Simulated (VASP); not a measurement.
# CeO2 (Fm-3m) in VASP: further runs, part 2 of 2

VASP 6.6.1. The steps go on from the part before.

## Step 4: Single point, PBE

INCAR

```
PREC     = Accurate       # precision mode
ENCUT    = 600            # plane-wave cutoff, eV
EDIFF    = 1E-6           # SCF threshold, eV
ISMEAR   = -1             # smearing method
SIGMA    = 0.02           # smearing width, eV
LREAL    = F              # projectors in reciprocal space
LASPH    = T              # aspherical terms in the spheres
NELM     = 200            # most SCF steps
ALGO     = Normal         # electronic algorithm
ISIF     = 2              # what is computed and relaxed
LWAVE    = F              # write WAVECAR
LCHARG   = T              # write CHGCAR
GGA      = PE             # functional
LELF     = T              # ELF
LVHAR    = T            
NBANDS   = 19             # bands
GGA_COMPAT= F            
LMAXMIX  = 6              # l up to which the mixer works
```

KPOINTS

```
regular mesh
0
Gamma
  8 8 8
```

POSCAR

```
CeO2
1.0
    0.0000000000      2.7186496227      2.7186496227
    2.7186496227      0.0000000000      2.7186496227
    2.7186496227      2.7186496227      0.0000000000
Ce O
1 2
Direct
    0.0000000000      0.0000000000      0.0000000000
    0.2500000000      0.2500000000      0.2500000000
    0.7500000000      0.7500000000      0.7500000000
```

Potentials or basis: VASP PAW PBE potentials, release 64 (Ce, O).

The run is started by

```console
$ cat potpaw_PBE.64/Ce/POTCAR potpaw_PBE.64/O/POTCAR > POTCAR
$ mpirun -np 1 vasp_std > vasp.out
```

OUTCAR:

```text
PREC = Accurate
   ENCUT = 600
   EDIFF = 1E-6
   ISMEAR = -1
   LREAL = F
   LASPH = T
   NELM = 200
   ISIF = 2
   GGA = PE

 ion  position               nearest neighbor table
   1  0.000  0.000  0.000-   2 2.35   3 2.35   3 2.35   3 2.35   3 2.35   2 2.35   2 2.35   2 2.35

   2  0.250  0.250  0.250-   1 2.35   1 2.35   1 2.35   1 2.35
   3  0.750  0.750  0.750-   1 2.35   1 2.35   1 2.35   1 2.35

  LATTYP: Found a face centered cubic cell.
 ALAT       =     5.4372992454

  Lattice vectors:

 A1 = (   0.0000000000,   2.7186496227,   2.7186496227)
 A2 = (   2.7186496227,   0.0000000000,   2.7186496227)
 A3 = (   2.7186496227,   2.7186496227,   0.0000000000)

Analysis of symmetry for initial positions (statically):
=====================================================================
 Subroutine PRICEL returns:
 Original cell was already a primitive cell.

 Routine SETGRP: Setting up the symmetry group for a
 face centered cubic supercell.

 Subroutine GETGRP returns: Found 48 space group operations
 (whereof 48 operations were pure point group operations)
 out of a pool of 48 trial point group operations.

The static configuration has the point symmetry O_h .

Analysis of symmetry for dynamics (positions and initial velocities):
=====================================================================
 Subroutine PRICEL returns:
 Original cell was already a primitive cell.

 Routine SETGRP: Setting up the symmetry group for a
 face centered cubic supercell.

 Subroutine GETGRP returns: Found 48 space group operations
 (whereof 48 operations were pure point group operations)
 out of a pool of 48 trial point group operations.

The dynamic configuration has the point symmetry O_h .

 Subroutine INISYM returns: Found 48 space group operations
 (whereof 48 operations are pure point group operations),
 and found     1 'primitive' translations

[... 112 lines left out ...]
   EFERMI_NEDOS =   21; number of points for ismear=-14 and -15
   IALGO  =     38    algorithm
   IMIX   =      4    mixing-type and parameters
     AMIX     =   0.40;   BMIX     =  1.00
     AMIX_MAG =   1.60;   BMIX_MAG =  1.00
  volume/ion in A,a.u.               =      13.40        90.40
  Fermi-wavevector in a.u.,A,eV,Ry     =   1.378633  2.605239 25.859627  1.900629
  Thomas-Fermi vector in A             =   2.503677
   LORBIT       =      0    0 simple, 1 ext, 2 COOP (PROOUT), +10 PAW based schemes
   GGA     = PE    functional components
   LHFCALC =     F    Hartree Fock is set to
   AEXX    =    0.0000 exact exchange contribution
   IVDW    =     0    specifies the selected vdW correction
   LEPSILON=     F    determine dielectric tensor
   LRPA    =     F    only Hartree local field effects (RPA)
 non-spin polarized calculation
  energy-cutoff  :      600.00
  volume of cell :       40.19
 maximum number of plane-waves:      1363
   NGX = 15   NGY = 15   NGZ = 15

 number of electron      23.9999995 magnetization

 Free energy of the ion-electron system (eV)
  ---------------------------------------------------
  ext. energy  EPLUGINS =         0.00000000
  ---------------------------------------------------
  free energy    TOTEN  =       -26.22934312 eV

  energy without entropy =      -26.22934312  energy(sigma->0) =      -26.22934312

 E-fermi :   5.6914     XC(G=0): -11.2469

 val. band max:        5.1924114560   @ k =  -0.2500   0.2500   0.0000
 cond. band min:       7.1013978553   @ k =   0.5000   0.0000   0.0000
 fundamental gap:      1.9089863993
 Fermi energy:         5.6914410658

 k-point     1 :       0.0000    0.0000    0.0000
  band No.  band energies     occupation
      1     -27.2533      2.00000
      2     -11.1087      2.00000
      3     -10.1608      2.00000
      4      -9.4146      2.00000
      5      -9.4146      2.00000
      6      -9.4146      2.00000
[... 505 lines left out ...]
      6      -7.3881      2.00000
[... 11 lines left out ...]
     18       7.7011      0.00000
     19       8.1026      0.00000

 [... further k-points ...]

------------------------ aborting loop because EDIFF is reached ----------------------------------------

  FORCE on cell =-STRESS in cart. coord.  units (eV):
  Direction    XX          YY          ZZ          XY          YZ          ZX
  --------------------------------------------------------------------------------------
  -------------------------------------------------------------------------------------
  Total        0.6421748      0.6421748      0.6421748      0.0000000      0.0000000     -0.0000000
  in kB       25.6020155     25.6020155     25.6020155      0.0000000      0.0000000     -0.0000000
  external PRESSURE =      25.6020155 kB  Pullay stress =       0.0000000 kB

 VOLUME and BASIS-vectors are now :
 -----------------------------------------------------------------------------
  energy-cutoff  :      600.00
  volume of cell :       40.19
      direct lattice vectors                 reciprocal lattice vectors
     0.000000000  2.718649623  2.718649623    -0.183914836  0.183914836  0.183914836
     2.718649623  0.000000000  2.718649623     0.183914836 -0.183914836  0.183914836
     2.718649623  2.718649623  0.000000000     0.183914836  0.183914836 -0.183914836

 POSITION                                       TOTAL-FORCE (eV/Angst)
 -----------------------------------------------------------------------------------
      0.00000      0.00000      0.00000         0.000000     -0.000000      0.000000
      1.35932      1.35932      1.35932         0.000000      0.000000      0.000000
      4.07797      4.07797      4.07797        -0.000000     -0.000000     -0.000000
 -----------------------------------------------------------------------------------
    total drift:                                0.000000     -0.000000      0.000000

  FREE ENERGIE OF THE ION-ELECTRON SYSTEM (eV)
  ---------------------------------------------------
  free  energy   TOTEN  =       -26.2293431229 eV

  energy  without entropy=      -26.2293431229  energy(sigma->0) =      -26.22934312
```

Wall time 18 s (1 thread of Intel Xeon 6975P-C (Granite Rapids), shared host); peak memory 0.2 GiB.

Results:

```yaml
Free_energy: -26.2293 eV
Pressure: 2.6 GPa
Band_gap_on_the_k_mesh: 1.91 eV (least direct gap 2.01 eV)
```

Caveat: spin-orbit coupling is left out, which moves the levels of the heavy elements. Spin polarisation is off, so any magnetic state and its effect on volume and gap are missing.

## Step 5: Single point, LDA

INCAR

```
SYSTEM = CeO2
PREC     = Accurate       ! precision mode
ENCUT    = 600            ! plane-wave cutoff, eV
EDIFF    = 1E-6           ! SCF threshold, eV
ISMEAR   = 0              ! smearing method
SIGMA    = 0.01           ! smearing width, eV
LREAL    = .FALSE.        ! projectors in reciprocal space
LASPH    = .TRUE.         ! aspherical terms in the spheres
NELM     = 200            ! most SCF steps
ALGO     = Normal         ! electronic algorithm
ISIF     = 2              ! what is computed and relaxed
LWAVE    = .FALSE.        ! write WAVECAR
LCHARG   = .TRUE.         ! write CHGCAR
LELF     = .TRUE.         ! ELF
LVHAR    = .TRUE.       
NBANDS   = 19             ! bands
GGA_COMPAT= .FALSE.      
LMAXMIX  = 6              ! l up to which the mixer works
```

KPOINTS

```
regular mesh
0
G
  8 8 8
  0 0 0
```

POSCAR is that of step 4.

Potentials or basis: VASP PAW LDA potentials, release 64 (Ce, O).

The run is started by

```console
$ cat potpaw_LDA.64/Ce/POTCAR potpaw_LDA.64/O/POTCAR > POTCAR
$ mpirun -np 1 vasp_std > vasp.out
```

Run time: 23 s. Hardware: 1 thread of Intel Xeon 6975P-C (Granite Rapids), shared host; peak memory 0.18 GiB.

The run converged. Its results:

- Free energy: -28.8209 eV
- Pressure: -7.9 GPa
- Band gap on the k mesh: 1.83 eV (least direct gap 1.94 eV)

Levels at points of the mesh, in eV from the valence-band top:
| k point | band 10 | band 11 | band 12 | band 13 | band 14 | band 15 |
| --- | --- | --- | --- | --- | --- | --- |
| (0.00, 0.00, 0.00) | -0.62 | -0.62 | -0.62 | 2.13 | 2.13 | 2.13 |
| (0.50, 0.00, 0.00) | -1.22 | -0.80 | -0.80 | 1.83 | 2.01 | 2.01 |
| (0.50, 0.50, 0.00) | -0.78 | -0.78 | -0.62 | 1.85 | 1.97 | 1.97 |

Caveat: the cell stands under tension; spin-orbit coupling is left out, which moves the levels of the heavy elements. Spin polarisation is off, so any magnetic state and its effect on volume and gap are missing.

## Step 6: The runs side by side

| level | potentials or basis | cell | k mesh | cutoff (eV) | smearing | grid for exact exchange (PRECFOCK) | share of exact exchange | gap on the mesh (eV) | pressure (GPa) |
| --- | --- | --- | --- | --- | --- | --- | --- | --- | --- |
| r2SCANh | VASP PAW PBE potentials, release 64 (Ce, O) | a = 3.845 Å, angles 60.0°, 3 atoms | 6 × 6 × 6 | 800 | gaussian 0.01 eV | Normal | 0.1 | 3.17 | -2.4 |
| LDA | VASP PAW LDA potentials, release 64 (Ce, O) | a = 3.789 Å, angles 60.0°, 3 atoms | 8 × 8 × 8 | 600 | fermi-dirac 0.02 eV | - | - | 1.95 | 0.3 |
| PBE | VASP PAW PBE potentials, release 64 (Ce, O) | a = 3.845 Å, angles 60.0°, 3 atoms | 8 × 8 × 8 | 600 | fermi-dirac 0.02 eV | - | - | 1.91 | 2.6 |
| LDA | VASP PAW LDA potentials, release 64 (Ce, O) | a = 3.845 Å, angles 60.0°, 3 atoms | 8 × 8 × 8 | 600 | gaussian 0.01 eV | - | - | 1.83 | -7.9 |

Alike in all rows: task single point; no spin polarisation.

Caveats: spin-orbit coupling is left out, which moves the levels of the heavy elements; the PAW data sets were made with another functional, which shifts forces and pressure a little (at least some runs); the cell stands under tension (at least some runs).

Absolute energies hang on the potentials; compare differences alone.
